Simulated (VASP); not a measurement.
# H3C5 in VASP: a series of runs

The runs below take H3C5 through single point, with PBE.

All numbers are computed with VASP 6.6.1; they aren't measurements. Logs are shortened: lines on timing, memory, paths and dates and some standing lists are left out, and cuts for length are marked.

## 1. The cell of the first run

The cell holds a slab with vacuum, 32 atoms: a = 5.049 Å, b = 5.049 Å, c = 17.136 Å, α = 90.00°, β = 90.00°, γ = 90.00°.

## 2. Single point, PBE

The input, INCAR:

```
PREC = Accurate
ENCUT = 520
EDIFF = 1E-6
ISMEAR = 0
SIGMA = 0.05
LREAL = Auto
LASPH = True
NELM = 100
ALGO = Normal
ISIF = 2
LWAVE = False
LCHARG = False
GGA = PE
NBANDS = 68
```

The input, KPOINTS:

```
regular mesh
0
Gamma
  2 2 1
```

The input, POSCAR:

```
H3C5
1.0
    5.0487420000      0.0000000000      0.0000000000
    0.0000000000      5.0487420000      0.0000000000
    0.0000000000      0.0000000000     17.1355610000
H C
12 20
Direct
    0.4277867635      0.0000000000      0.0583581711
    0.0722132365      0.0000000000      0.0583581711
    0.9277867635      0.0000000000      0.0583581711
    0.5722132365      0.0000000000      0.0583581711
    0.4277867635      0.5000000000      0.0583581711
    0.0722132365      0.5000000000      0.0583581711
    0.9277867635      0.5000000000      0.0583581711
    0.5722132365      0.5000000000      0.0583581711
    0.7499262192      0.0043878257      0.3605474020
    0.2405185292      0.5676960716      0.4476620287
    0.7498420399      0.4947143269      0.3606754398
    1.2308254215      0.6192857547      0.4885381342
    0.2500000990      0.0000000000      0.0953981022
    0.7500000990      0.0000000000      0.0953981022
    0.2500000990      0.5000000000      0.0953981022
    0.7500000990      0.5000000000      0.0953981022
    0.2500000990      0.2500000990      0.1474827699
    0.7500000990      0.2500000990      0.1474827699
    0.2500000990      0.7500000990      0.1474827699
    0.7500000990      0.7500000990      0.1474827699
   -0.0039358319      0.2500884379      0.1951925006
    0.5039267208      0.2500811093      0.1951867231
    0.0000673435      0.7500254519      0.2046023471
    0.4999243376      0.7500197079      0.2045969782
   -0.0023441483      0.0167499151      0.2535977083
    0.5023271144      0.0167433788      0.2535901801
   -0.0024029748      0.4832366162      0.2536389092
    0.5023762355      0.4832235436      0.2536269457
    0.2500036643      0.1123099576      0.2925966066
    0.7499755385      0.0891025923      0.3016610311
    0.2500064372      0.3878427537      0.2927984675
    0.7499602871      0.4107431118      0.3016968047
```

Potentials or basis: VASP PAW PBE potentials, release 64 (H, C).

Started as:

```
$ cat potpaw_PBE.64/H/POTCAR potpaw_PBE.64/C/POTCAR > POTCAR
$ mpirun -np 1 vasp_std > vasp.out
```

OUTCAR:

```text
PREC = Accurate
   ENCUT = 520
   EDIFF = 1E-6
   ISMEAR = 0
   LREAL = Auto
   LASPH = True
   NELM = 100
   ISIF = 2
   GGA = PE

 ion  position               nearest neighbor table
   1  0.428  0.000  0.058-   4 0.73  13 1.10
   2  0.072  0.000  0.058-   3 0.73  13 1.10
   3  0.928  0.000  0.058-   2 0.73  14 1.10
   4  0.572  0.000  0.058-   1 0.73  14 1.10
   5  0.428  0.500  0.058-   8 0.73  15 1.10
   6  0.072  0.500  0.058-   7 0.73  15 1.10
   7  0.928  0.500  0.058-   6 0.73  16 1.10
   8  0.572  0.500  0.058-   5 0.73  16 1.10
   9  0.750  0.004  0.361-  30 1.10
  10  0.241  0.568  0.448-  12 0.75
  11  0.750  0.495  0.361-  32 1.10
  12  0.231  0.619  0.489-  10 0.75
  13  0.250  0.000  0.095-   1 1.10   2 1.10  19 1.55  17 1.55
  14  0.750  0.000  0.095-   3 1.10   4 1.10  20 1.55  18 1.55
  15  0.250  0.500  0.095-   5 1.10   6 1.10  17 1.55  19 1.55
  16  0.750  0.500  0.095-   7 1.10   8 1.10  18 1.55  20 1.55
  17  0.250  0.250  0.147-  22 1.52  21 1.52  15 1.55  13 1.55
  18  0.750  0.250  0.147-  22 1.49  21 1.49  16 1.55  14 1.55
[... 8 lines left out ...]
  27  0.998  0.483  0.254-  31 1.52  32 1.54  21 1.55  23 1.59
  28  0.502  0.483  0.254-  31 1.52  32 1.54  22 1.55  24 1.59
  29  0.250  0.112  0.293-  31 1.39  26 1.52  25 1.52
  30  0.750  0.089  0.302-   9 1.10  26 1.54  25 1.54  32 1.62
  31  0.250  0.388  0.293-  29 1.39  28 1.52  27 1.52
  32  0.750  0.411  0.302-  11 1.10  28 1.54  27 1.54  30 1.62

  LATTYP: Found a simple tetragonal cell.
 ALAT       =     5.0487420000
 C/A-ratio  =     3.3940258781

  Lattice vectors:

 A1 = (   5.0487420000,   0.0000000000,   0.0000000000)
 A2 = (   0.0000000000,   5.0487420000,   0.0000000000)
 A3 = (   0.0000000000,   0.0000000000,  17.1355610000)

Analysis of symmetry for initial positions (statically):
=====================================================================
 Subroutine PRICEL returns:
 Original cell was already a primitive cell.

 Routine SETGRP: Setting up the symmetry group for a
 simple tetragonal supercell.

 Subroutine GETGRP returns: Found  1 space group operations
 (whereof  1 operations were pure point group operations)
 out of a pool of 16 trial point group operations.

The static configuration has the point symmetry C_1 .

Analysis of symmetry for dynamics (positions and initial velocities):
=====================================================================
 Subroutine PRICEL returns:
 Original cell was already a primitive cell.

 Routine SETGRP: Setting up the symmetry group for a
 simple tetragonal supercell.

 Subroutine GETGRP returns: Found  1 space group operations
 (whereof  1 operations were pure point group operations)
 out of a pool of 16 trial point group operations.

The dynamic configuration has the point symmetry C_1 .

 Subroutine INISYM returns: Found  1 space group operations
 (whereof  1 operations are pure point group operations),
 and found     1 'primitive' translations

----------------------------------------------------------------------------------------

                                     Primitive cell

  volume of cell :     436.7820

  direct lattice vectors                    reciprocal lattice vectors
     5.048742000  0.000000000  0.000000000     0.198069143  0.000000000  0.000000000
     0.000000000  5.048742000  0.000000000     0.000000000  0.198069143  0.000000000
     0.000000000  0.000000000 17.135561000     0.000000000  0.000000000  0.058358171

  length of vectors
     5.048742000  5.048742000 17.135561000     0.198069143  0.198069143  0.058358171

  position of ions in fractional coordinates (direct lattice)
     0.427786764  0.000000000  0.058358171
     0.072213236  0.000000000  0.058358171
     0.927786764  0.000000000  0.058358171
     0.572213236  0.000000000  0.058358171
     0.427786764  0.500000000  0.058358171
     0.072213236  0.500000000  0.058358171
[... 24 lines left out ...]
     0.250006437  0.387842754  0.292798467
     0.749960287  0.410743112  0.301696805

  ion indices of the primitive-cell ions
[... 48 lines left out ...]
 Gauss-broadening in eV      SIGMA  =   0.05
  energy-cutoff  :      520.00
  volume of cell :      436.78
 maximum number of plane-waves:     11780
 NGX is ok and might be reduce to    40
   NGX = 19   NGY = 19   NGZ = 63

 number of electron      92.0000005 magnetization

 Free energy of the ion-electron system (eV)
  ---------------------------------------------------
  ext. energy  EPLUGINS =         0.00000000
  ---------------------------------------------------
  free energy    TOTEN  =      -206.60247652 eV

  energy without entropy =     -206.60247652  energy(sigma->0) =     -206.60247652

 E-fermi :   0.9517     XC(G=0):  -5.3236

 val. band max:        0.6727874655   @ k =   0.0000   0.5000   0.0000
 cond. band min:       1.6375387729   @ k =   0.0000   0.5000   0.0000
 fundamental gap:      0.9647513075
 Fermi energy:         0.9516910638

 k-point     1 :       0.0000    0.0000    0.0000
  band No.  band energies     occupation
      1     -20.6011      2.00000
      2     -18.3975      2.00000
      3     -16.3634      2.00000
      4     -16.0351      2.00000
      5     -15.8671      2.00000
      6     -15.8637      2.00000
[... 50 lines left out ...]
     57       5.6532      0.00000
     58       6.3724      0.00000

 k-point     2 :       0.5000    0.0000    0.0000
  band No.  band energies     occupation
      1     -19.5412      2.00000
      2     -19.3818      2.00000
      3     -17.3329      2.00000
      4     -17.1877      2.00000
      5     -14.8504      2.00000
      6     -14.7886      2.00000
[... 50 lines left out ...]
     57       6.3383      0.00000
     58       6.4375      0.00000

 k-point     3 :       0.0000    0.5000    0.0000
  band No.  band energies     occupation
      1     -20.0919      2.00000
      2     -18.6440      2.00000
      3     -17.6643      2.00000
      4     -16.1945      2.00000
      5     -15.8966      2.00000
      6     -15.4335      2.00000
[... 50 lines left out ...]
     57       6.1522      0.00000
     58       6.4266      0.00000

 k-point     4 :       0.5000    0.5000    0.0000
  band No.  band energies     occupation
      1     -19.0890      2.00000
      2     -18.8271      2.00000
      3     -17.5256      2.00000
      4     -17.4972      2.00000
      5     -16.5712      2.00000
      6     -16.5028      2.00000
[... 50 lines left out ...]
     57       6.0650      0.00000
     58       6.1527      0.00000
 [bands above 58 left out]

------------------------ aborting loop because EDIFF is reached ----------------------------------------

  FORCE on cell =-STRESS in cart. coord.  units (eV):
  Direction    XX          YY          ZZ          XY          YZ          ZX
  --------------------------------------------------------------------------------------
  -------------------------------------------------------------------------------------
  Total       77.0901630     -6.1821110     -4.4319954     -0.0010103      0.0874628      0.0066888
  in kB      282.7775079    -22.6768484    -16.2571795     -0.0037059      0.3208260      0.0245354
  external PRESSURE =      81.2811600 kB  Pullay stress =       0.0000000 kB

 VOLUME and BASIS-vectors are now :
 -----------------------------------------------------------------------------
  energy-cutoff  :      520.00
  volume of cell :      436.78
      direct lattice vectors                 reciprocal lattice vectors
     5.048742000  0.000000000  0.000000000     0.198069143  0.000000000  0.000000000
     0.000000000  5.048742000  0.000000000     0.000000000  0.198069143  0.000000000
     0.000000000  0.000000000 17.135561000     0.000000000  0.000000000  0.058358171

 POSITION                                       TOTAL-FORCE (eV/Angst)
 -----------------------------------------------------------------------------------
      2.15978      0.00000      1.00000        -8.939092     -0.043021      0.074833
      0.36459      0.00000      1.00000         8.939056     -0.043119      0.074710
      4.68416      0.00000      1.00000        -8.953869     -0.060387      0.064541
      2.88896      0.00000      1.00000         8.953823     -0.060353      0.064593
      2.15978      2.52437      1.00000        -8.939112      0.043342      0.074395
      0.36459      2.52437      1.00000         8.939002      0.043341      0.074325
[... 24 lines left out ...]
      1.26222      1.95812      5.01727        -0.001500      0.054011      0.006519
      3.78636      2.07374      5.16974         0.002336      0.003970      0.009352
 -----------------------------------------------------------------------------------
    total drift:                                0.001534      0.001224     -0.029158

  FREE ENERGIE OF THE ION-ELECTRON SYSTEM (eV)
  ---------------------------------------------------
  free  energy   TOTEN  =      -206.6024765221 eV

  energy  without entropy=     -206.6024765221  energy(sigma->0) =     -206.60247652
```

Wall time 2.3 min (1 thread of Intel Xeon 6975P-C (Granite Rapids), shared host); peak memory 0.49 GiB.

Results:

* Free energy: -206.6025 eV
* Largest force: 8.954 eV/Å
* Band gap on the k mesh: 0.96 eV

Forces in eV/Å, atoms in the order of the input:
```
H   -8.939 -0.043  0.075
H    8.939 -0.043  0.075
H   -8.954 -0.060  0.065
H    8.954 -0.060  0.065
H   -8.939  0.043  0.074
H    8.939  0.043  0.074
H   -8.953  0.060  0.064
H    8.953  0.060  0.064
H    0.001  0.002  0.024
H    0.005 -0.055 -0.098
H    0.003  0.010  0.019
H   -0.006  0.065  0.124
C   -0.001 -0.127  1.037
C    0.000 -0.183  0.927
C    0.000  0.127  1.034
C    0.000  0.184  0.927
C   -0.001  0.011 -2.697
C    0.000  0.000 -3.645
C   -0.001 -0.003  0.911
C    0.000  0.001  0.913
C    0.012 -0.004 -0.012
C   -0.013 -0.004 -0.012
C    0.000 -0.005 -0.014
C    0.000 -0.005 -0.013
C   -0.014 -0.040 -0.005
C    0.014 -0.040 -0.005
C   -0.007  0.034 -0.009
C    0.007  0.035 -0.009
C   -0.001 -0.056  0.014
C    0.001 -0.006  0.017
C   -0.002  0.054  0.007
C    0.002  0.004  0.009
```

Levels at points of the mesh, in eV from the valence-band top:
```tsv
k point	band 44	band 45	band 46	band 47	band 48	band 49
(0.00, 0.00, 0.00)	-1.38	-0.58	-0.09	1.24	2.00	3.08
(0.50, 0.00, 0.00)	-2.21	-2.20	-1.20	1.48	3.25	3.27
(0.00, 0.50, 0.00)	-1.20	-0.31	0.00	0.96	3.01	3.03
(0.50, 0.50, 0.00)	-3.06	-2.40	-0.95	1.31	4.06	4.07
```

Caveat: the k points lie up to 0.62 Å⁻¹ apart; there is no dipole correction, which matters where the two faces differ.

## 3. Single point, PBE

The input, INCAR:

```
PREC = Accurate ; ENCUT = 520
EDIFF = 1E-6 ; ISMEAR = 0
SIGMA = 0.05 ; LREAL = Auto
LASPH = True ; NELM = 60
ALGO = Normal ; ISIF = 2
LWAVE = False ; LCHARG = False
GGA = PE ; NBANDS = 68
```

The input, KPOINTS:

```
Automatic mesh
0
Gamma
  2 2 1
```

The input, POSCAR:

```
H3C5
1.0
    5.0487420000      0.0000000000      0.0000000000
    0.0000000000      5.0487420000      0.0000000000
    0.0000000000      0.0000000000     17.1355610000
H C
12 20
Direct
    0.4277867635      0.0000000000      0.0583581711
    0.0722132365      0.0000000000      0.0583581711
    0.9277869616      0.0000000000      0.0583581711
    0.5722132365      0.0000000000      0.0583581711
    0.4277867635      0.5000000000      0.0583581711
    0.0722132365      0.5000000000      0.0583581711
    0.9277869616      0.5000000000      0.0583581711
    0.5722132365      0.5000000000      0.0583581711
    0.7500650657      0.0095091015      0.3610816127
    0.2472095029      0.5775910118      0.3865984312
    0.7500601140      0.4992800187      0.3606118294
    1.2457178442      0.7306548839      0.4107591809
    0.2500000990      0.0000000000      0.0953981022
    0.7500000990      0.0000000000      0.0953981022
    0.2500000990      0.5000000000      0.0953981022
    0.7500000990      0.5000000000      0.0953981022
    0.2500000990      0.2500000990      0.1474827699
    0.7500000990      0.2500000990      0.1474827699
    0.2500000990      0.7500000990      0.1474827699
    0.7500000990      0.7500000990      0.1474827699
   -0.0009176543      0.2540177335      0.1959631202
    0.5008889343      0.2540391250      0.1959759590
    0.0001952962      0.7519463264      0.2048975811
    0.4997716263      0.7519689063      0.2049028334
   -0.0008625911      0.0185430351      0.2541613899
    0.5008231754      0.0185567018      0.2541720694
   -0.0017618250      0.4868398900      0.2539248642
    0.5017634096      0.4868800981      0.2539445893
    0.2499624659      0.1122552905      0.2928897980
    0.7499963357      0.0933173056      0.3020698301
    0.2499842535      0.4076952239      0.2998997232
    0.7500137658      0.4151525271      0.3015809637
```

Potentials or basis: VASP PAW PBE potentials, release 64 (H, C).

Started as:

```
$ cat potpaw_PBE.64/H/POTCAR potpaw_PBE.64/C/POTCAR > POTCAR
$ mpirun -np 1 vasp_std > vasp.out
```

It took 2.4 min on 1 thread of Intel Xeon 6975P-C (Granite Rapids), shared host; peak memory 0.49 GiB.

Results (log left out):

```yaml
Free_energy: -205.9898 eV
Largest_force: 8.957 eV/Å
Band_gap_on_the_k_mesh: 0.31 eV (least direct gap 0.38 eV)
```

Forces in eV/Å, atoms in the order of the input:
```
H   -8.942 -0.029  0.079
H    8.942 -0.029  0.079
H   -8.956 -0.046  0.067
H    8.956 -0.046  0.067
H   -8.936  0.050  0.073
H    8.936  0.050  0.073
H   -8.942  0.062  0.060
H    8.943  0.062  0.060
H   -0.001 -0.002 -0.003
H   -0.008  1.682  0.746
H    0.000  0.013 -0.026
H    0.011 -1.392 -0.390
C    0.001 -0.148  1.093
C    0.000 -0.147  1.039
C    0.001  0.161  1.041
C   -0.001  0.166  1.012
C   -0.001  0.262 -2.457
C   -0.003  0.151 -2.977
C   -0.001  0.163  0.995
C   -0.002  0.229  1.015
C   -0.269 -0.186 -0.183
C    0.272 -0.187 -0.185
C   -0.023 -0.043 -0.167
C    0.027 -0.043 -0.167
C   -0.126  0.128  0.062
C    0.127  0.128  0.062
C    0.151  0.012  0.400
C   -0.157  0.010  0.402
C    0.004  2.023  0.301
C    0.000  0.035 -0.048
C   -0.002 -3.044 -2.062
C    0.000 -0.045 -0.060
```

Levels at points of the mesh, in eV from the valence-band top:
| k point | band 44 | band 45 | band 46 | band 47 | band 48 | band 49 |
| --- | --- | --- | --- | --- | --- | --- |
| (0.00, 0.00, 0.00) | -0.81 | -0.60 | -0.07 | 0.31 | 2.04 | 3.26 |
| (0.50, 0.00, 0.00) | -2.31 | -2.19 | -0.73 | 0.53 | 3.28 | 3.30 |
| (0.00, 0.50, 0.00) | -1.14 | -0.31 | 0.00 | 1.01 | 3.03 | 3.05 |
| (0.50, 0.50, 0.00) | -3.08 | -2.45 | -0.92 | 1.24 | 4.08 | 4.09 |

Caveat: the k points lie up to 0.62 Å⁻¹ apart; there is no dipole correction, which matters where the two faces differ.

## 4. Single point, PBE

The input, INCAR:

```
SYSTEM = H3C5
  PREC = Accurate
  ENCUT = 520
  EDIFF = 1E-7
  ISMEAR = 0
  SIGMA = 0.05
  LREAL = Auto
  LASPH = .TRUE.
  NELM = 100
  ALGO = Normal
  ISIF = 2
  LWAVE = .FALSE.
  LCHARG = .FALSE.
  GGA = PE
  NBANDS = 68
```

The input, KPOINTS:

```
regular mesh
0
G
  2 2 1
  0 0 0
```

The input, POSCAR:

```
H3C5
1.0
    5.0487420000      0.0000000000      0.0000000000
    0.0000000000      5.0487420000      0.0000000000
    0.0000000000      0.0000000000     17.1355610000
H C
12 20
Direct
    0.4277869616      0.0000000000      0.0583581711
    0.0722132365      0.0000000000      0.0583581711
    0.9277869616      0.0000000000      0.0583581711
    0.5722132365      0.0000000000      0.0583581711
    0.4277869616      0.5000000000      0.0583581711
    0.0722132365      0.5000000000      0.0583581711
    0.9277869616      0.5000000000      0.0583581711
    0.5722132365      0.5000000000      0.0583581711
    0.7500410993      0.0065412334      0.3610684821
    0.2485363681      0.5174766308      0.3668201467
    0.7499723694      0.4969729093      0.3607013508
    1.2472184160      0.8500285814      0.3840380831
    0.2500000990      0.0000000000      0.0953981022
    0.7500000990      0.0000000000      0.0953981022
    0.2500000990      0.5000000000      0.0953981022
    0.7500000990      0.5000000000      0.0953981022
    0.2500000990      0.2500000990      0.1474827699
    0.7500000990      0.2500000990      0.1474827699
    0.2500000990      0.7500000990      0.1474827699
    0.7500000990      0.7500000990      0.1474827699
    0.0017911393      0.2521016126      0.1970171855
    0.4980900193      0.2521144871      0.1970477652
    0.0007370153      0.7498729386      0.2048097521
    0.4991502834      0.7498844267      0.2048307610
    0.0014122330      0.0146281985      0.2550393886
    0.4982536244      0.0146226525      0.2550825736
    0.0016608098      0.4834445888      0.2549370283
    0.4979856368      0.4834842026      0.2549926437
    0.2497020050      0.0835558640      0.3018916626
    0.7498671946      0.0894820928      0.3018251343
    0.2496497147      0.4133239528      0.3063198223
    0.7498600642      0.4131645071      0.3014906253
```

Started as:

```
$ cat potpaw_PBE.64/H/POTCAR potpaw_PBE.64/C/POTCAR > POTCAR
$ mpirun -np 1 vasp_std > vasp.out
```

Run time: 2.5 min. Hardware: 1 thread of Intel Xeon 6975P-C (Granite Rapids), shared host; peak memory 0.49 GiB.

The run converged. Its results:

```yaml
Free_energy: -207.4088 eV
Largest_force: 8.966 eV/Å
Band_gap_on_the_k_mesh: 1.09 eV (least direct gap 1.13 eV)
```

Forces on the atoms (eV/Å):
```
H   -8.965 -0.038  0.072
H    8.966 -0.038  0.072
H   -8.936 -0.036  0.083
H    8.937 -0.037  0.083
H   -8.958  0.044  0.069
H    8.959  0.044  0.069
H   -8.935  0.037  0.074
H    8.935  0.037  0.073
H    0.000 -0.021  0.008
H    0.029 -0.969 -1.409
H    0.000 -0.003 -0.014
H    0.037  2.667 -2.183
C    0.001 -0.133  1.092
C   -0.004 -0.105  1.190
C    0.001  0.152  1.044
C   -0.004  0.122  1.117
C   -0.005  0.096 -2.229
C   -0.009  0.076 -1.842
C   -0.004  0.014  0.981
C   -0.005 -0.046  1.137
C    0.086 -0.313  0.160
C   -0.100 -0.309  0.161
C    0.076 -0.015 -0.022
C   -0.085 -0.016 -0.020
C   -0.194  0.169 -0.339
C    0.200  0.162 -0.334
C   -0.169  0.027  0.009
C    0.170  0.030  0.012
C   -0.020 -1.634  1.147
C    0.000 -0.096 -0.083
C   -0.005  0.217 -0.153
C    0.000 -0.084 -0.024
```

Levels at points of the mesh, in eV from the valence-band top:
```csv
k point,band 43,band 44,band 45,band 46,band 47,band 48,band 49,band 50
"(0.00, 0.00, 0.00)",-2.51,-2.17,-0.59,-0.04,1.09,1.95,3.10,3.84
"(0.50, 0.00, 0.00)",-2.34,-2.32,-2.23,-2.01,1.22,3.20,3.22,3.47
"(0.00, 0.50, 0.00)",-2.51,-2.31,-0.28,0.00,1.60,2.96,2.97,3.76
"(0.50, 0.50, 0.00)",-3.11,-3.07,-2.53,-2.23,1.74,4.03,4.05,4.09
```

Caveat: the k points lie up to 0.62 Å⁻¹ apart; there is no dipole correction, which matters where the two faces differ.

## 5. Overview

```tsv
cell	gap on the mesh (eV)	largest force (eV/Å)
as given, atomic positions A	0.96	8.95
as given, atomic positions B	0.31	8.96
as given, atomic positions C	1.09	8.97
```

Alike in all rows: task single point; level PBE; potentials or basis VASP PAW PBE potentials, release 64 (H, C); no spin polarisation; k mesh 2 × 2 × 1; cutoff (eV) 520; smearing gaussian 0.05 eV.

Caveats: all runs use coarse meshes; there is no dipole correction, which matters where the two faces differ.

Absolute energies hang on the potentials; compare differences alone.
